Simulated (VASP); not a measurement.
Here is a VASP 6.6.1 calculation.

The input INCAR:

```
SYSTEM = CdTe
PREC = Accurate
ENCUT = 520
EDIFF = 1E-7
ISMEAR = 0
SIGMA = 0.01
LREAL = Auto
LASPH = .True.
NELM = 100
ALGO = Normal
ISIF = 2
LWAVE = .False.
LCHARG = .False.
GGA = PE
NBANDS = 166
```

KPOINTS

```
Automatic mesh
0
Gamma
  2 2 2
  0.5 0.5 0.5
```

The input POSCAR:

```
CdTe
1.0
   -6.6192623114      6.6192623114     -6.6192623114
    6.6192623114     -6.6192623114     -6.6192623114
   -6.6192623114     -6.6192623114      6.6192623114
Cd Te
16 16
Direct
    0.2500000000      0.7500000000      0.0000000000
    0.0000000000      0.7500000000      0.2500000000
    0.7500000000      0.7500000000      0.5000000000
    0.5000000000      0.5000000000      0.0000000000
    0.5000000000      0.7500000000      0.7500000000
    0.2500000000      0.5000000000      0.2500000000
    0.0000000000      0.5000000000      0.5000000000
    0.7500000000      0.2500000000      0.0000000000
    0.7500000000      0.5000000000      0.7500000000
    0.5000000000      0.2500000000      0.2500000000
    0.2500000000      0.2500000000      0.5000000000
    0.0000000000      0.0000000000      0.0000000000
    0.0000000000      0.2500000000      0.7500000000
    0.7500000000      0.0000000000      0.2500000000
    0.5000000000      0.0000000000      0.5000000000
    0.2500000000      0.0000000000      0.7500000000
    0.0000000000      0.5000000000      0.7500000000
    0.7500000000      0.5000000000      0.0000000000
    0.5000000000      0.5000000000      0.2500000000
    0.2500000000      0.2500000000      0.7500000000
    0.2500000000      0.5000000000      0.5000000000
    0.0000000000      0.2500000000      0.0000000000
    0.7500000000      0.2500000000      0.2500000000
    0.5000000000      0.0000000000      0.7500000000
    0.5000000000      0.2500000000      0.5000000000
    0.2500000000      0.0000000000      0.0000000000
    0.0000000000      0.0000000000      0.2500000000
    0.7500000000      0.7500000000      0.7500000000
    0.7500000000      0.0000000000      0.5000000000
    0.5000000000      0.7500000000      0.0000000000
    0.2500000000      0.7500000000      0.2500000000
    0.0000000000      0.7500000000      0.5000000000
```

Potentials or basis: VASP PAW PBE potentials, release 64 (Cd, Te).

Command:

```sh
$ cat potpaw_PBE.64/Cd/POTCAR potpaw_PBE.64/Te/POTCAR > POTCAR
$ mpirun -np 1 vasp_std > vasp.out
```

Q: Predict the pressure.

A: 0.1 GPa.

Q: Predict the band gap on the k mesh.

A: 2.17 eV.

Caveat: spin-orbit coupling is left out, which moves the levels of the heavy elements; a shifted mesh leaves out Γ, where band edges can lie. A k mesh can miss the band edges.
